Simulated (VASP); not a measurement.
# MgCd2SO2 (I4/mmm) in VASP: single point with PBE

Aim: the single point of MgCd2SO2 with PBE.

All numbers are computed with VASP 6.6.1; they aren't measurements. Logs are shortened: lines on timing, memory, paths and dates and some standing lists are left out, and cuts for length are marked.

### 1 The cell of the first run

Symmetry: I4/mmm, No. 139, tetragonal system. The conventional cell has a = 4.255 Å, b = 4.255 Å, c = 10.968 Å, α = 90.00°, β = 90.00°, γ = 90.00°. Within 2.6 Å of Mg (site symmetry 4/mmm) lie 2 O at 1.95 Å. Cd (site symmetry -4m2) has 4 O at 2.27 Å within 3.0 Å. Within 4.0 Å of S (site symmetry 4/mmm) lie 4 Mg at 3.01 Å and 8 Cd at 3.47 Å and 10 O at 3.53 to 3.59 Å. O (site symmetry 4mm) has 1 Mg at 1.95 Å and 4 Cd at 2.27 Å within 2.6 Å.

### 2 Single point, PBE

The input, INCAR:

```
  PREC = Accurate
  ENCUT = 520
  EDIFF = 1E-6
  ISMEAR = 0
  SIGMA = 0.01
  LREAL = F
  LASPH = T
  NELM = 80
  ALGO = Normal
  ISIF = 2
  LWAVE = F
  LCHARG = F
  GGA = PE
  NBANDS = 31
```

The input, KPOINTS:

```
regular mesh
0
Gamma
  12 12 12
```

The input, POSCAR:

```
MgCd2SO2
1.0
   -2.1276104254      2.1276104254      5.4838314044
    2.1276104254     -2.1276104254      5.4838314044
    2.1276104254      2.1276104254     -5.4838314044
Mg Cd S O
1 2 1 2
Direct
    0.5000000000      0.5000000000      0.0000000000
    0.7500000000      0.2500000000      0.5000000000
    0.2500000000      0.7500000000      0.5000000000
    0.0000000000      0.0000000000      0.0000000000
    0.3221328110      0.3221328110      0.0000000000
    0.6778671890      0.6778671890      0.0000000000
```

Potentials or basis: VASP PAW PBE potentials, release 64 (Mg, Cd, S, O).

On the command line:

```
$ cat potpaw_PBE.64/Mg/POTCAR potpaw_PBE.64/Cd/POTCAR potpaw_PBE.64/S/POTCAR potpaw_PBE.64/O/POTCAR > POTCAR
$ mpirun -np 1 vasp_std > vasp.out
```

OUTCAR:

```text
PREC = Accurate
   ENCUT = 520
   EDIFF = 1E-6
   ISMEAR = 0
   LREAL = F
   LASPH = T
   NELM = 80
   ISIF = 2
   GGA = PE

 ion  position               nearest neighbor table
   1  0.500  0.500  0.000-   5 1.95   6 1.95   4 3.01   4 3.01   4 3.01   4 3.01   3 3.47   3 3.47
                             2 3.47   2 3.47   3 3.47   2 3.47   3 3.47   2 3.47
   2  0.750  0.250  0.500-   5 2.27   6 2.27   5 2.27   6 2.27   3 3.01   3 3.01   3 3.01   3 3.01
                             1 3.47   1 3.47   1 3.47   1 3.47
   3  0.250  0.750  0.500-   5 2.27   6 2.27   5 2.27   6 2.27   2 3.01   2 3.01   2 3.01   2 3.01
                             1 3.47   1 3.47   1 3.47   1 3.47
   4  0.000  0.000  0.000-   1 3.01   1 3.01   1 3.01   1 3.01
   5  0.322  0.322  0.000-   1 1.95   2 2.27   3 2.27   3 2.27   2 2.27
   6  0.678  0.678  0.000-   1 1.95   2 2.27   3 2.27   2 2.27   3 2.27

  LATTYP: Found a body centered tetragonal cell.
 ALAT       =     4.2552208508
 C/A-ratio  =     2.5774602996

  Lattice vectors:

 A1 = (  -2.1276104254,   2.1276104254,   5.4838314044)
 A2 = (   2.1276104254,  -2.1276104254,   5.4838314044)
 A3 = (   2.1276104254,   2.1276104254,  -5.4838314044)

Analysis of symmetry for initial positions (statically):
=====================================================================
 Subroutine PRICEL returns:
 Original cell was already a primitive cell.

 Routine SETGRP: Setting up the symmetry group for a
 body centered tetragonal supercell.

 Subroutine GETGRP returns: Found 16 space group operations
 (whereof 16 operations were pure point group operations)
 out of a pool of 16 trial point group operations.

The static configuration has the point symmetry D_4h.

Analysis of symmetry for dynamics (positions and initial velocities):
=====================================================================
 Subroutine PRICEL returns:
 Original cell was already a primitive cell.

 Routine SETGRP: Setting up the symmetry group for a
 body centered tetragonal supercell.

 Subroutine GETGRP returns: Found 16 space group operations
 (whereof 16 operations were pure point group operations)
 out of a pool of 16 trial point group operations.

The dynamic configuration has the point symmetry D_4h.

 Subroutine INISYM returns: Found 16 space group operations
 (whereof 16 operations are pure point group operations),
 and found     1 'primitive' translations

----------------------------------------------------------------------------------------

                                     Primitive cell

  volume of cell :      99.2952

  direct lattice vectors                    reciprocal lattice vectors
    -2.127610425  2.127610425  5.483831404     0.000000000  0.235005429  0.091177128
     2.127610425 -2.127610425  5.483831404     0.235005429  0.000000000  0.091177128
     2.127610425  2.127610425 -5.483831404     0.235005429  0.235005429  0.000000000

  length of vectors
     6.255066676  6.255066676  6.255066676     0.252073045  0.252073045  0.332347864

  position of ions in fractional coordinates (direct lattice)
     0.500000000  0.500000000  0.000000000
     0.750000000  0.250000000  0.500000000
     0.250000000  0.750000000  0.500000000
     0.000000000  0.000000000  0.000000000
     0.322132811  0.322132811  0.000000000
     0.677867189  0.677867189  0.000000000

  ion indices of the primitive-cell ions
   primitive index   ion index
                 1           1
                 2           2
                 3           3
                 4           4
                 5           5
                 6           6

----------------------------------------------------------------------------------------

 KPOINTS: regular mesh

Automatic generation of k-mesh.
 Grid dimensions read from file:
 generate k-points for:   12   12   12

 Generating k-lattice:

  Cartesian coordinates                     Fractional coordinates (reciprocal lattice)
     0.000000000  0.019583786  0.007598094     0.083333333  0.000000000 -0.000000000
     0.019583786  0.000000000  0.007598094     0.000000000  0.083333333 -0.000000000
     0.019583786  0.019583786  0.000000000     0.000000000  0.000000000  0.083333333

  Length of vectors
     0.021006087  0.021006087  0.027695655

  Shift w.r.t. Gamma in fractional coordinates (k-lattice)
     0.000000000  0.000000000  0.000000000

 Subroutine IBZKPT returns following result:
 ===========================================

 Found    163 irreducible k-points:

 Following reciprocal coordinates:
            Coordinates               Weight
  0.000000  0.000000  0.000000      1.000000
  0.083333 -0.000000  0.000000      8.000000
  0.166667  0.000000  0.000000      8.000000
  0.250000  0.000000  0.000000      8.000000
  0.333333  0.000000 -0.000000      8.000000
  0.416667  0.000000  0.000000      8.000000
[... 16 lines left out ...]
  0.500000  0.166667  0.000000     16.000000
 -0.416667  0.166667  0.000000     16.000000
 [... further k-points ...]
   k-points           NKPTS =    163   k-points in BZ     NKDIM =    163   number of bands    NBANDS=     31
   number of dos      NEDOS =    301   number of ions     NIONS =      6
   total plane-waves  NPLWV = 110592
   dimension x,y,z NGX =    48 NGY =   48 NGZ =   48
   dimension x,y,z NGXF=    96 NGYF=   96 NGZF=   96
   ions per type =               1   2   1   2
   NGX,Y,Z   is equivalent  to a cutoff of  12.76, 12.76, 12.76 a.u.
   NGXF,Y,Z  is equivalent  to a cutoff of  25.51, 25.51, 25.51 a.u.
 SYSTEM =  unknown system
   PREC   = accura    normal or accurate (medium, high low for compatibility)
   ISTART =      0    job   : 0-new  1-cont  2-samecut
   ICHARG =      2    charge: 1-file 2-atom 10-const
   ISPIN  =      1    spin polarized calculation?
   LNONCOLLINEAR =      F non collinear calculations
   LSORBIT =      F    spin-orbit coupling
   LASPH  =      T    aspherical Exc in radial PAW
   ENCUT  =  520.0 eV  38.22 Ry    6.18 a.u.  11.63 11.63 11.63*2*pi/ulx,y,z
   NELM   =     80;   NELMIN=  2; NELMDL= -5     # of ELM steps
   EDIFF  = 0.1E-05   stopping-criterion for ELM
   LREAL  =      F    real-space projection
   EDIFFG = 0.1E-04   stopping-criterion for IOM
   NSW    =      0    number of steps for IOM
   IBRION =     -1    ionic relax: 0-MD 1-quasi-New 2-CG
   NFREE  =      0    steps in history (QN), initial steepest desc. (CG)
   ISIF   =      2    stress and relaxation
   ISYM   =      2    0-nonsym 1-usesym 2-fastsym
   POTIM  = 0.5000    time-step for ionic-motion
   TEBEG  =    0.0;   TEEND  =   0.0 temperature during run
   PSTRESS=    0.0 pullay stress
   NELECT =      44.0000    total number of electrons
   NUPDOWN=      -1.0000    fix difference up-down
   EMIN   =  10.00;   EMAX   =-10.00  energy-range for DOS
   EFERMI =   0.00;   METHOD = LEGACY
   ISMEAR =     0;   SIGMA  =   0.01  broadening in eV -4-tet -1-fermi 0-gaus
   EFERMI_NEDOS =   21; number of points for ismear=-14 and -15
   IALGO  =     38    algorithm
   IMIX   =      4    mixing-type and parameters
     AMIX     =   0.40;   BMIX     =  1.00
     AMIX_MAG =   1.60;   BMIX_MAG =  1.00
  volume/ion in A,a.u.               =      16.55       111.68
  Fermi-wavevector in a.u.,A,eV,Ry     =   1.248101  2.358568 21.194548  1.557755
  Thomas-Fermi vector in A             =   2.382203
   LORBIT       =      0    0 simple, 1 ext, 2 COOP (PROOUT), +10 PAW based schemes
   GGA     = PE    functional components
   LHFCALC =     F    Hartree Fock is set to
   AEXX    =    0.0000 exact exchange contribution
   IVDW    =     0    specifies the selected vdW correction
   LEPSILON=     F    determine dielectric tensor
   LRPA    =     F    only Hartree local field effects (RPA)
 non-spin polarized calculation
 Gauss-broadening in eV      SIGMA  =   0.01
  energy-cutoff  :      520.00
  volume of cell :       99.30
 maximum number of plane-waves:      2695
   NGX = 23   NGY = 23   NGZ = 23

 number of electron      43.9999994 magnetization

 Free energy of the ion-electron system (eV)
  ---------------------------------------------------
  ext. energy  EPLUGINS =         0.00000000
  ---------------------------------------------------
  free energy    TOTEN  =       -23.55747425 eV

  energy without entropy =      -23.55747425  energy(sigma->0) =      -23.55747425

 E-fermi :   1.9370     XC(G=0): -10.1783

 val. band max:        1.8718423217   @ k =  -0.3333   0.3333   0.0000
 cond. band min:       2.0501781393   @ k =   0.0000   0.0000   0.0000
 fundamental gap:      0.1783358176
 Fermi energy:         1.9370409213

 k-point     1 :       0.0000    0.0000    0.0000
  band No.  band energies     occupation
      1     -15.8716      2.00000
      2     -15.5505      2.00000
      3      -8.5208      2.00000
      4      -6.1748      2.00000
      5      -5.9503      2.00000
      6      -5.9503      2.00000
[... 23 lines left out ...]
     30      12.0711      0.00000
     31      12.0742      0.00000

 k-point     2 :       0.0833   -0.0000    0.0000
  band No.  band energies     occupation
      1     -15.8596      2.00000
      2     -15.5490      2.00000
      3      -8.5136      2.00000
      4      -6.1672      2.00000
      5      -6.0007      2.00000
      6      -5.9300      2.00000
[... 23 lines left out ...]
     30      11.2887      0.00000
     31      12.0114      0.00000

 k-point     3 :       0.1667    0.0000    0.0000
  band No.  band energies     occupation
      1     -15.8257      2.00000
      2     -15.5458      2.00000
      3      -8.4931      2.00000
      4      -6.1409      2.00000
      5      -6.0348      2.00000
      6      -5.8732      2.00000
[... 23 lines left out ...]
     30      10.5681      0.00000
     31      11.8466      0.00000

 k-point     4 :       0.2500    0.0000    0.0000
  band No.  band energies     occupation
      1     -15.7759      2.00000
      2     -15.5447      2.00000
      3      -8.4631      2.00000
      4      -6.0907      2.00000
      5      -6.0127      2.00000
      6      -5.7878      2.00000
[... 635 lines left out ...]
     30      10.7695      0.00000
     31      10.8907      0.00000

 k-point    23 :       0.5000    0.1667    0.0000
  band No.  band energies     occupation
      1     -15.6133      2.00000
      2     -15.5555      2.00000
      3      -8.3535      2.00000
      4      -6.0146      2.00000
      5      -5.9924      2.00000
      6      -5.7844      2.00000
[... 23 lines left out ...]
     30      10.4462      0.00000
     31      11.0592      0.00000

 k-point    24 :      -0.4167    0.1667    0.0000
  band No.  band energies     occupation
      1     -15.6456      2.00000
      2     -15.5371      2.00000
      3      -8.3655      2.00000
      4      -6.1250      2.00000
      5      -5.8859      2.00000
      6      -5.8017      2.00000
[... 23 lines left out ...]
     30      10.6159      0.00000
     31      11.5052      0.00000

 [... further k-points ...]
[... 5 lines left out ...]
  --------------------------------------------------------------------------------------
  -------------------------------------------------------------------------------------
  Total        0.5643865      0.5643865      0.1077985      0.0000000     -0.0000000      0.0000000
  in kB        9.1066559      9.1066559      1.7393823      0.0000000     -0.0000000      0.0000000
  external PRESSURE =       6.6508980 kB  Pullay stress =       0.0000000 kB

 VOLUME and BASIS-vectors are now :
 -----------------------------------------------------------------------------
  energy-cutoff  :      520.00
  volume of cell :       99.30
      direct lattice vectors                 reciprocal lattice vectors
    -2.127610425  2.127610425  5.483831404     0.000000000  0.235005429  0.091177128
     2.127610425 -2.127610425  5.483831404     0.235005429  0.000000000  0.091177128
     2.127610425  2.127610425 -5.483831404     0.235005429  0.235005429  0.000000000

 POSITION                                       TOTAL-FORCE (eV/Angst)
 -----------------------------------------------------------------------------------
      0.00000      0.00000      5.48383         0.000000      0.000000     -0.000000
      0.00000      2.12761      2.74192         0.000000      0.000000     -0.000000
      2.12761      0.00000      2.74192         0.000000      0.000000     -0.000000
      0.00000      0.00000      0.00000         0.000000      0.000000     -0.000000
      0.00000      0.00000      3.53304        -0.000000     -0.000000      0.111440
      0.00000      0.00000      7.43462        -0.000000     -0.000000     -0.111440
 -----------------------------------------------------------------------------------
    total drift:                                0.000000      0.000000     -0.000000

  FREE ENERGIE OF THE ION-ELECTRON SYSTEM (eV)
  ---------------------------------------------------
  free  energy   TOTEN  =       -23.5574742513 eV

  energy  without entropy=      -23.5574742513  energy(sigma->0) =      -23.55747425
```

Run time: 19 min. Hardware: 1 thread of AMD EPYC 7R43 (Zen 3), shared host; peak memory 0.64 GiB.

What came out:

* Free energy: -23.5575 eV
* Pressure: 0.7 GPa
* Largest force: 0.111 eV/Å
* Band gap on the k mesh: 0.18 eV, indirect (least direct gap 0.38 eV)

Forces in eV/Å, atoms in the order of the input:
```
Mg   0.000  0.000  0.000
Cd   0.000  0.000  0.000
Cd   0.000  0.000  0.000
S    0.000  0.000  0.000
O    0.000  0.000  0.111
O    0.000  0.000 -0.111
```
